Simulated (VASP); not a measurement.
SnO: single point with PBE

SnO:

```xyz
4
Lattice="3.9456 0.0000 0.0000 0.0000 3.7986 0.0000 0.0000 0.0000 5.0739" Properties=species:S:1:pos:R:3 pbc="T T T"
Sn    0.0000    1.8993    1.1576
Sn    1.9728    0.0000    3.9163
O     1.9728    1.8993    0.0356
O     0.0000    0.0000   -0.0356
```

This cell differs from its parent crystal: uniaxial strain along a: +2.0 %, then relaxed in part.

```yaml
Program: VASP 6.6.1
Task: single point
Functional: PBE
Potentials_or_basis: VASP PAW PBE potentials, release 64 (Sn_d, O)
Cutoff: 520 eV
k_mesh: 10 × 10 × 8
Occupations: gaussian, width 0.01 eV
Spin: no spin polarisation
```

```json
{"Pressure": "0.1 GPa", "Largest force": "0.077 eV/Å", "Band gap on the k mesh": "0.52 eV (least direct gap 1.92 eV)"}
```

Forces in eV/Å, atoms in the order of the input:
```
Sn   0.000  0.000  0.077
Sn   0.000  0.000 -0.077
O    0.000  0.000  0.005
O    0.000  0.000 -0.005
```

Stress tensor (GPa, compression positive):
```
-0.16  0.00  0.00
 0.00  0.18  0.00
 0.00  0.00  0.20
```

Levels at points of the mesh, in eV from the valence-band top:
```
           k point  band 16  band 17  band 18  band 19  band 20  band 21  band 22  band 23  band 24  band 25
(0.00, 0.00, 0.00)    -5.68    -3.16    -2.91    -2.86    -0.02     1.90     4.04     4.68     5.18     5.33
(0.50, 0.00, 0.00)    -4.55    -4.41    -4.41    -2.37    -2.37     3.15     3.15     5.52     5.52     6.05
(0.00, 0.50, 0.00)    -4.68    -4.52    -4.52    -2.27    -2.27     2.90     2.90     5.79     5.79     5.83
(0.50, 0.50, 0.00)    -4.74    -2.26    -2.26    -1.73    -1.73     0.52     0.52     4.57     4.57     6.76
(0.00, 0.00, 0.50)    -3.51    -3.12    -2.92    -2.88    -1.93     1.72     3.08     3.58     3.73     7.60
(0.50, 0.00, 0.50)    -4.89    -4.38    -4.38    -1.55    -1.55     2.44     2.44     5.68     5.68     6.35
(0.00, 0.50, 0.50)    -5.09    -4.50    -4.50    -1.51    -1.51     2.49     2.49     5.46     5.46     6.34
(0.50, 0.50, 0.50)    -5.07    -2.38    -2.38    -2.21    -2.21     2.61     2.61     3.73     3.73     5.50
```

Wall time 7.9 min on 1 thread of Oxide Virtual Turin-like Processor, on a shared host, peak memory 0.37 GiB.

Caveat: the cell differs from its parent crystal (uniaxial strain along a: +2.0 %, then relaxed in part); semilocal functionals underestimate gaps, and a narrow one can read as zero; spin-orbit coupling is left out, which moves the levels of the heavy elements. A k mesh can miss the band edges.
